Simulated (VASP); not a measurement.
A run of VASP 6.6.1:

Contents of INCAR:

```
PREC     = Accurate       # precision mode
ENCUT    = 690            # plane-wave cutoff, eV
EDIFF    = 1E-6           # SCF threshold, eV
ISMEAR   = -1             # smearing method
SIGMA    = 0.05           # smearing width, eV
LREAL    = F              # projectors in reciprocal space
LASPH    = T              # aspherical terms in the spheres
NELM     = 200            # most SCF steps
ALGO     = Normal         # electronic algorithm
ISIF     = 2              # what is computed and relaxed
LWAVE    = F              # write WAVECAR
LCHARG   = F              # write CHGCAR
ISPIN    = 2              # spin polarisation
MAGMOM   = 1 1            # initial moments
LORBIT   = 11             # projections on sites
LMAXMIX  = 4              # l up to which the mixer works
GGA      = PS             # functional
IVDW     = 12             # dispersion correction
NBANDS   = 29             # bands
GGA_COMPAT= F
```

KPOINTS

```
Automatic mesh
0
Gamma
  12 12 7
```

File POSCAR:

```
Ni
1.0
    2.4257108959      0.0000000000      0.0000000000
   -1.2128554480      2.1007272581      0.0000000000
    0.0000000000      0.0000000000      3.9719622972
Ni
2
Direct
    0.6666666667      0.3333333333      0.7500000000
    0.3333333333      0.6666666667      0.2500000000
```

Potentials or basis: VASP PAW PBE potentials, release 64 (Ni_sv_GW).

The run is started by

```bash
$ cat potpaw_PBE.64/Ni_sv_GW/POTCAR > POTCAR
$ mpirun -np 1 vasp_std > vasp.out
```

Hardware: 1 thread of Intel(R) Xeon(R) Platinum 8375C CPU @ 2.90GHz (Ice Lake), on a shared host.

Question: Estimate the wall time of this run.

Answer: Run time: 2.3 min on 1 thread of Intel(R) Xeon(R) Platinum 8375C CPU @ 2.90GHz (Ice Lake) (shared host), peak memory 0.26 GiB. Counts: scf iterations 12, k points 76.
